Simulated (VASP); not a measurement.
A run of VASP 6.6.1:

INCAR

```
SYSTEM = Sr
ALGO     = Normal         ! electronic algorithm
EDIFF    = 1E-6           ! SCF threshold, eV
ENCUT    = 520            ! plane-wave cutoff, eV
ISIF     = 2              ! what is computed and relaxed
ISMEAR   = -1             ! smearing method
LASPH    = .True.         ! aspherical terms in the spheres
LCHARG   = .False.        ! write CHGCAR
LREAL    = .False.        ! projectors in reciprocal space
LWAVE    = .False.        ! write WAVECAR
NBANDS   = 11             ! bands
NELM     = 60             ! most SCF steps
PREC     = Accurate       ! precision mode
SIGMA    = 0.05           ! smearing width, eV
```

File KPOINTS:

```
k-points
0
Gamma
  13 13 13
  0 0 0
```

POSCAR

```
Sr
1.0
    0.0000000000      2.3730137551      2.3730137551
    2.3730137551      0.0000000000      2.3730137551
    2.3730137551      2.3730137551      0.0000000000
Sr
1
Direct
    0.0000000000      0.0000000000      0.0000000000
```

Potentials or basis: VASP PAW LDA potentials, release 64 (Sr_sv).

Launch:

```bash
$ cat potpaw_LDA.64/Sr_sv/POTCAR > POTCAR
$ mpirun -np 1 vasp_std > vasp.out
```

Hardware: 1 thread of Intel Xeon 8259CL, on a shared host.

**Question.** Estimate the wall time of this run.

**Answer.** Run time: 37 s on 1 thread of Intel Xeon 8259CL, on a shared host, peak memory 0.16 GiB. Counts: scf iterations 11, k points 84.
